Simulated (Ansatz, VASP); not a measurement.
**WS in VASP and in Ansatz**

```
CELL_PARAMETERS angstrom
3.00721 0.00000 0.00000
0.00000 3.00721 0.00000
0.00000 0.00000 3.00721
ATOMIC_POSITIONS crystal
W 0.50000 0.50000 0.50000
S 0.00000 0.00000 0.00000
```

Change from the starting cell: species swapped into the MnAu type (Pm-3m, No. 221).

Alike in both runs: functional PBE; k mesh 6 × 6 × 6; occupations gaussian, width 0.1 eV; no spin polarisation.

Ansatz relaxed the structure, and its values are those at the end. VASP's run is a single point on that final structure, the one shown.

```csv
,VASP,Ansatz
version,VASP 6.6.1,Ansatz 0.2.0
potentials or method,"VASP PAW PBE potentials, release 64 (W_sv, S), cutoff 520 eV","scalar-relativistic, plane waves, PAW"
valence electrons in the cell,20,20
```

Ansatz gave:

```
gap on the k mesh at the Fermi level (eV) : none
pressure (GPa)                            : -0.1
```

Problem. Estimate VASP's values.

Solution. gap on the k mesh at the Fermi level (eV): none; pressure (GPa): 0.3.

A gap of «none» marks a metal or a gap that the smearing closes. The functional is the same, so the differences come from potentials, cutoffs and numerics.

Neither program's run includes spin-orbit coupling.
